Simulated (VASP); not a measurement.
Wanted: the native input for a VASP 6.6.1 run.

* Task: single point
* Functional: PBE
* Dispersion: D3(BJ)
* Potentials or basis: VASP PAW PBE potentials, release 64 (Ru_pv, N)
* Cutoff: 520 eV
* k mesh: 4 × 4 × 1
* Occupations: gaussian, width 0.1 eV
* Spin: no spin polarisation
* Dipole correction: yes
* Further INCAR settings: LREAL = Auto; ALGO = Normal; EDIFF = 1e-06; NBANDS = 132

The structure of Ru8N lies in POSCAR:

```
Ru8N
1.0
    5.3951895500      0.0000000000      0.0000000000
   -2.6975947750      4.6723712085      0.0000000000
    0.0000000000      0.0000000000     25.4987269957
Ru N
16 2
Direct
    0.3333333333      0.1666666667      0.3137411527
    0.3333333333      0.6666666667      0.3137411527
    0.8333333333      0.1666666667      0.3137411527
    0.8333333333      0.6666666667      0.3137411527
    0.1666666667      0.3333333333      0.3973888187
    0.1666666667      0.8333333333      0.3973888187
    0.6666666667      0.3333333333      0.3973888187
    0.6666666667      0.8333333333      0.3973888187
    0.3338098382      0.1661901618      0.4816932676
    0.3338098382      0.6676196765      0.4816932676
    0.8323803235      0.1661901618      0.4816932676
    0.8333333333      0.6666666667      0.4804062228
    0.1666666667      0.3333333333      0.5668487539
    0.1688173029      0.8344086515      0.5620256417
    0.6655913485      0.3311826971      0.5620256417
    0.6655913485      0.8344086515      0.5620256417
    0.1666666667      0.3333333333      0.6440882226
    0.1666666667      0.3333333333      0.6880580722
```

These files were run (other wordings do the same):

INCAR

```
PREC = Accurate ; ENCUT = 520
EDIFF = 1E-6 ; ISMEAR = 0
SIGMA = 0.1 ; LREAL = Auto
LASPH = T ; NELM = 60
ALGO = Normal ; ISIF = 2
LWAVE = F ; LCHARG = T
LDIPOL = T ; IDIPOL = 3
DIPOL = 0.5 0.5 0.464 ; GGA = PE
IVDW = 12 ; LELF = T
LVHAR = T ; LVACPOTAV = T
NBANDS = 132
```

KPOINTS

```
Automatic mesh
0
Gamma
  4 4 1
```

Potentials or basis: VASP PAW PBE potentials, release 64 (Ru_pv, N).

Launch:

```sh
$ cat potpaw_PBE.64/Ru_pv/POTCAR potpaw_PBE.64/N/POTCAR > POTCAR
$ mpirun -np 1 vasp_std > vasp.out
```

It gave:

```
Largest force              : 1.315 eV/Å
Band gap on the k mesh     : zero (bands 117 and 118 overlap by 1.10 eV)
Dispersion energy per atom : -0.426 eV
```

Caveat: the standard files for N, O and F lose accuracy on very short bonds.

It took 12 min on 1 thread of Intel(R) Xeon(R) 6975P-C (Granite Rapids) (shared host), peak memory 0.74 GiB.
